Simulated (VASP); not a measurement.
# NaH in VASP: a series of runs

NaH is run at these levels: PBEsol; tasks: single point.

Program: VASP 6.6.1. These are calculated values, not measurements. Logs are shortened: lines on timing, memory, paths and dates and some standing lists are left out, and cuts for length are marked.

### 1 The cell of the first run

Symmetry: Fm-3m, No. 225, cubic system. Conventional cell: a = 4.880 Å, b = 4.880 Å, c = 4.880 Å, α = 90.00°, β = 90.00°, γ = 90.00°. Within 3.2 Å of Na (site symmetry m-3m) lie 6 H at 2.44 Å. H (site symmetry m-3m) has 6 Na at 2.44 Å within 3.2 Å.

### 2 Single point, PBEsol

INCAR

```
PREC     = Accurate       # precision mode
ENCUT    = 520            # plane-wave cutoff, eV
EDIFF    = 1E-6           # SCF threshold, eV
ISMEAR   = 0              # smearing method
SIGMA    = 0.01           # smearing width, eV
LREAL    = F              # projectors in reciprocal space
LASPH    = T              # aspherical terms in the spheres
NELM     = 80             # most SCF steps
ALGO     = Normal         # electronic algorithm
ISIF     = 2              # what is computed and relaxed
LWAVE    = F              # write WAVECAR
LCHARG   = T              # write CHGCAR
GGA      = PS             # functional
LELF     = T              # ELF
LVHAR    = T            
NBANDS   = 11             # bands
```

KPOINTS

```
Automatic mesh
0
Gamma
  6 6 6
```

POSCAR

```
NaH
1.0
    0.0000000000      2.4400000000      2.4400000000
    2.4400000000      0.0000000000      2.4400000000
    2.4400000000      2.4400000000      0.0000000000
Na H
1 1
Direct
    0.0000000000      0.0000000000      0.0000000000
    0.5000000000      0.5000000000      0.5000000000
```

Potentials or basis: VASP PAW PBE potentials, release 64 (Na_pv, H).

Started as:

```sh
> cat potpaw_PBE.64/Na_pv/POTCAR potpaw_PBE.64/H/POTCAR > POTCAR
> mpirun -np 1 vasp_std > vasp.out
```

OUTCAR:

```text
PREC = Accurate
   ENCUT = 520
   EDIFF = 1E-6
   ISMEAR = 0
   LREAL = F
   LASPH = T
   NELM = 80
   ISIF = 2
   GGA = PS

 ion  position               nearest neighbor table
   1  0.000  0.000  0.000-
   2  0.500  0.500  0.500-

  LATTYP: Found a face centered cubic cell.
 ALAT       =     4.8800000000

  Lattice vectors:

 A1 = (   0.0000000000,   2.4400000000,   2.4400000000)
 A2 = (   2.4400000000,   0.0000000000,   2.4400000000)
 A3 = (   2.4400000000,   2.4400000000,   0.0000000000)

Analysis of symmetry for initial positions (statically):
=====================================================================
 Subroutine PRICEL returns:
 Original cell was already a primitive cell.

 Routine SETGRP: Setting up the symmetry group for a
 face centered cubic supercell.

 Subroutine GETGRP returns: Found 48 space group operations
 (whereof 48 operations were pure point group operations)
 out of a pool of 48 trial point group operations.

The static configuration has the point symmetry O_h .

Analysis of symmetry for dynamics (positions and initial velocities):
=====================================================================
 Subroutine PRICEL returns:
 Original cell was already a primitive cell.

 Routine SETGRP: Setting up the symmetry group for a
 face centered cubic supercell.

 Subroutine GETGRP returns: Found 48 space group operations
 (whereof 48 operations were pure point group operations)
 out of a pool of 48 trial point group operations.

The dynamic configuration has the point symmetry O_h .

 Subroutine INISYM returns: Found 48 space group operations
 (whereof 48 operations are pure point group operations),
 and found     1 'primitive' translations

----------------------------------------------------------------------------------------

                                     Primitive cell

  volume of cell :      29.0536

  direct lattice vectors                    reciprocal lattice vectors
     0.000000000  2.440000000  2.440000000    -0.204918033  0.204918033  0.204918033
     2.440000000  0.000000000  2.440000000     0.204918033 -0.204918033  0.204918033
     2.440000000  2.440000000  0.000000000     0.204918033  0.204918033 -0.204918033

  length of vectors
     3.450681092  3.450681092  3.450681092     0.354928444  0.354928444  0.354928444

  position of ions in fractional coordinates (direct lattice)
     0.000000000  0.000000000  0.000000000
     0.500000000  0.500000000  0.500000000

  ion indices of the primitive-cell ions
   primitive index   ion index
                 1           1
                 2           2

----------------------------------------------------------------------------------------

 KPOINTS: Automatic mesh

Automatic generation of k-mesh.
 Grid dimensions read from file:
 generate k-points for:    6    6    6

 Generating k-lattice:

  Cartesian coordinates                     Fractional coordinates (reciprocal lattice)
    -0.034153005  0.034153005  0.034153005     0.166666667  0.000000000  0.000000000
     0.034153005 -0.034153005  0.034153005     0.000000000  0.166666667  0.000000000
     0.034153005  0.034153005 -0.034153005     0.000000000  0.000000000  0.166666667

  Length of vectors
     0.059154741  0.059154741  0.059154741

  Shift w.r.t. Gamma in fractional coordinates (k-lattice)
     0.000000000  0.000000000  0.000000000

 Subroutine IBZKPT returns following result:
 ===========================================

 Found     16 irreducible k-points:

 Following reciprocal coordinates:
            Coordinates               Weight
  0.000000  0.000000  0.000000      1.000000
  0.166667  0.000000  0.000000      8.000000
  0.333333  0.000000  0.000000      8.000000
  0.500000  0.000000  0.000000      4.000000
  0.166667  0.166667  0.000000      6.000000
  0.333333  0.166667  0.000000     24.000000
[... 8 lines left out ...]
 -0.333333  0.333333  0.166667     24.000000
 -0.333333  0.500000  0.166667     12.000000
   k-points           NKPTS =     16   k-points in BZ     NKDIM =     16   number of bands    NBANDS=     11
   number of dos      NEDOS =    301   number of ions     NIONS =      2
   total plane-waves  NPLWV =  21952
   dimension x,y,z NGX =    28 NGY =   28 NGZ =   28
   dimension x,y,z NGXF=    56 NGYF=   56 NGZF=   56
   ions per type =               1   1
   NGX,Y,Z   is equivalent  to a cutoff of  13.49, 13.49, 13.49 a.u.
   NGXF,Y,Z  is equivalent  to a cutoff of  26.98, 26.98, 26.98 a.u.
 SYSTEM =  unknown system
   PREC   = accura    normal or accurate (medium, high low for compatibility)
   ISTART =      0    job   : 0-new  1-cont  2-samecut
   ICHARG =      2    charge: 1-file 2-atom 10-const
   ISPIN  =      1    spin polarized calculation?
   LNONCOLLINEAR =      F non collinear calculations
   LSORBIT =      F    spin-orbit coupling
   LASPH  =      T    aspherical Exc in radial PAW
   ENCUT  =  520.0 eV  38.22 Ry    6.18 a.u.   6.42  6.42  6.42*2*pi/ulx,y,z
   NELM   =     80;   NELMIN=  2; NELMDL= -5     # of ELM steps
   EDIFF  = 0.1E-05   stopping-criterion for ELM
   LREAL  =      F    real-space projection
   EDIFFG = 0.1E-04   stopping-criterion for IOM
   NSW    =      0    number of steps for IOM
   IBRION =     -1    ionic relax: 0-MD 1-quasi-New 2-CG
   NFREE  =      0    steps in history (QN), initial steepest desc. (CG)
   ISIF   =      2    stress and relaxation
   ISYM   =      2    0-nonsym 1-usesym 2-fastsym
   POTIM  = 0.5000    time-step for ionic-motion
   TEBEG  =    0.0;   TEEND  =   0.0 temperature during run
   PSTRESS=    0.0 pullay stress
   NELECT =       8.0000    total number of electrons
   NUPDOWN=      -1.0000    fix difference up-down
   EMIN   =  10.00;   EMAX   =-10.00  energy-range for DOS
   EFERMI =   0.00;   METHOD = LEGACY
   ISMEAR =     0;   SIGMA  =   0.01  broadening in eV -4-tet -1-fermi 0-gaus
   EFERMI_NEDOS =   21; number of points for ismear=-14 and -15
   IALGO  =     38    algorithm
   IMIX   =      4    mixing-type and parameters
     AMIX     =   0.40;   BMIX     =  1.00
     AMIX_MAG =   1.60;   BMIX_MAG =  1.00
  volume/ion in A,a.u.               =      14.53        98.03
  Fermi-wavevector in a.u.,A,eV,Ry     =   1.065054  2.012660 15.433636  1.134340
  Thomas-Fermi vector in A             =   2.200593
   LORBIT       =      0    0 simple, 1 ext, 2 COOP (PROOUT), +10 PAW based schemes
   GGA     = PS    functional components
   LHFCALC =     F    Hartree Fock is set to
   AEXX    =    0.0000 exact exchange contribution
   IVDW    =     0    specifies the selected vdW correction
   LEPSILON=     F    determine dielectric tensor
   LRPA    =     F    only Hartree local field effects (RPA)
 non-spin polarized calculation
 Gauss-broadening in eV      SIGMA  =   0.01
  energy-cutoff  :      520.00
  volume of cell :       29.05
 maximum number of plane-waves:       797
 NGX is ok and might be reduce to    28
   NGX = 13   NGY = 13   NGZ = 13

 number of electron       8.0000008 magnetization

 Free energy of the ion-electron system (eV)
  ---------------------------------------------------
  ext. energy  EPLUGINS =         0.00000000
  ---------------------------------------------------
  free energy    TOTEN  =        -5.08049872 eV

  energy without entropy =       -5.08049872  energy(sigma->0) =       -5.08049872

 E-fermi :  -1.1866     XC(G=0):  -7.7902

 val. band max:       -1.2307091226   @ k =  -0.3333   0.5000   0.1667
 cond. band min:       2.3350099790   @ k =   0.5000   0.0000   0.0000
 fundamental gap:      3.5657191017
 Fermi energy:        -1.1866043785

 k-point     1 :       0.0000    0.0000    0.0000
  band No.  band energies     occupation
      1     -23.2345      2.00000
      2     -23.2345      2.00000
      3     -23.2345      2.00000
      4      -4.8248      2.00000
      5       8.9744      0.00000
      6      13.9976      0.00000
      7      13.9976      0.00000
      8      13.9976      0.00000
      9      14.8757      0.00000
     10      14.8757      0.00000
     11      14.8757      0.00000

 k-point     2 :       0.1667    0.0000    0.0000
  band No.  band energies     occupation
      1     -23.2566      2.00000
      2     -23.2372      2.00000
      3     -23.2372      2.00000
      4      -4.3578      2.00000
      5       7.4299      0.00000
      6      10.7761      0.00000
      7      12.9230      0.00000
      8      12.9230      0.00000
      9      16.0891      0.00000
     10      16.0891      0.00000
     11      16.3237      0.00000

 k-point     3 :       0.3333    0.0000    0.0000
  band No.  band energies     occupation
      1     -23.3002      2.00000
      2     -23.2425      2.00000
      3     -23.2425      2.00000
      4      -3.1041      2.00000
      5       4.1650      0.00000
      6       9.5417      0.00000
      7      12.1200      0.00000
      8      12.1200      0.00000
      9      15.2270      0.00000
     10      15.2270      0.00000
     11      17.3762      0.00000

 k-point     4 :       0.5000    0.0000    0.0000
  band No.  band energies     occupation
      1     -23.3217      2.00000
      2     -23.2451      2.00000
      3     -23.2451      2.00000
      4      -2.0670      2.00000
      5       2.3350      0.00000
      6       9.2460      0.00000
      7      11.8638      0.00000
      8      11.8638      0.00000
      9      14.6983      0.00000
     10      14.6983      0.00000
     11      17.2191      0.00000
[... 127 lines left out ...]
 k-point    14 :       0.5000    0.3333    0.1667
  band No.  band energies     occupation
      1     -23.2979      2.00000
      2     -23.2677      2.00000
      3     -23.2525      2.00000
      4      -2.1972      2.00000
      5       4.3560      0.00000
      6       6.2544      0.00000
      7       9.1291      0.00000
      8      13.8235      0.00000
      9      13.9774      0.00000
     10      16.2799      0.00000
     11      20.0826      0.00000

 k-point    15 :      -0.3333    0.3333    0.1667
  band No.  band energies     occupation
      1     -23.3002      2.00000
      2     -23.2776      2.00000
      3     -23.2574      2.00000
      4      -1.4555      2.00000
      5       3.6471      0.00000
      6       5.3977      0.00000
      7       8.3083      0.00000
      8      13.8329      0.00000
      9      15.0586      0.00000
     10      17.4155      0.00000
     11      19.2948      0.00000

 k-point    16 :      -0.3333    0.5000    0.1667
  band No.  band energies     occupation
      1     -23.3004      2.00000
      2     -23.2763      2.00000
      3     -23.2656      2.00000
      4      -1.2307      2.00000
      5       3.7805      0.00000
      6       5.6302      0.00000
      7       7.2137      0.00000
      8      13.3535      0.00000
      9      13.4586      0.00000
     10      19.1106      0.00000
     11      19.2423      0.00000

------------------------ aborting loop because EDIFF is reached ----------------------------------------

  FORCE on cell =-STRESS in cart. coord.  units (eV):
  Direction    XX          YY          ZZ          XY          YZ          ZX
  --------------------------------------------------------------------------------------
  -------------------------------------------------------------------------------------
  Total       -0.2199003     -0.2199003     -0.2199003      0.0000000      0.0000000      0.0000000
  in kB      -12.1265384    -12.1265384    -12.1265384      0.0000000      0.0000000      0.0000000
  external PRESSURE =     -12.1265384 kB  Pullay stress =       0.0000000 kB

 VOLUME and BASIS-vectors are now :
 -----------------------------------------------------------------------------
  energy-cutoff  :      520.00
  volume of cell :       29.05
      direct lattice vectors                 reciprocal lattice vectors
     0.000000000  2.440000000  2.440000000    -0.204918033  0.204918033  0.204918033
     2.440000000  0.000000000  2.440000000     0.204918033 -0.204918033  0.204918033
     2.440000000  2.440000000  0.000000000     0.204918033  0.204918033 -0.204918033

 POSITION                                       TOTAL-FORCE (eV/Angst)
 -----------------------------------------------------------------------------------
      0.00000      0.00000      0.00000        -0.000000      0.000000     -0.000000
      2.44000      2.44000      2.44000         0.000000      0.000000      0.000000
 -----------------------------------------------------------------------------------
    total drift:                               -0.000000     -0.000000     -0.000000

  FREE ENERGIE OF THE ION-ELECTRON SYSTEM (eV)
  ---------------------------------------------------
  free  energy   TOTEN  =        -5.0804987196 eV

  energy  without entropy=       -5.0804987196  energy(sigma->0) =       -5.08049872
```

It took 7.2 s on 1 thread of Intel Xeon Platinum 8259CL at 2.50GHz (Skylake/Cascade Lake), shared host; peak memory 0.14 GiB.

Results:

- Free energy: -5.0805 eV
- Pressure: -1.2 GPa
- Band gap on the k mesh: 3.57 eV (least direct gap 4.40 eV)

Caveat: the PAW data sets were made with another functional, which shifts forces and pressure a little.

[end of part 1 of 2]
